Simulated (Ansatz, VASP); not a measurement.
## Two plane-wave programs on Na

```
CELL_PARAMETERS angstrom
3.29328 0.00000 0.00000
0.00000 3.29328 0.00000
0.00000 0.00000 3.29328
ATOMIC_POSITIONS crystal
Na 0.00000 0.00000 0.00000
```

Alike in both runs: functional LDA; k mesh 12 × 12 × 12; occupations fermi-dirac, width 0.05 eV; no spin polarisation.

Ansatz relaxed the structure, and its values are those at the end. VASP's run is a single point on that final structure, the one shown.

```csv
,VASP,Ansatz
version,VASP 6.6.1,Ansatz 0.2.0
potentials or method,"VASP PAW LDA potentials, release 64 (Na_pv)","PAW with Ansatz's default frozen-core files, scalar-relativistic"
plane-wave cutoff (eV),520,420
valence electrons in the cell,7,9
```

```tsv
	VASP	Ansatz	Ansatz less VASP
pressure (GPa)	0.0	0.0	+0.04
```

LDA's correlation is that of Perdew and Zunger in VASP and of Perdew and Wang (1992) in Ansatz. VASP's potentials hold 7 valence electrons a cell and Ansatz's 9, so a difference there can come from the potentials and not from the codes.
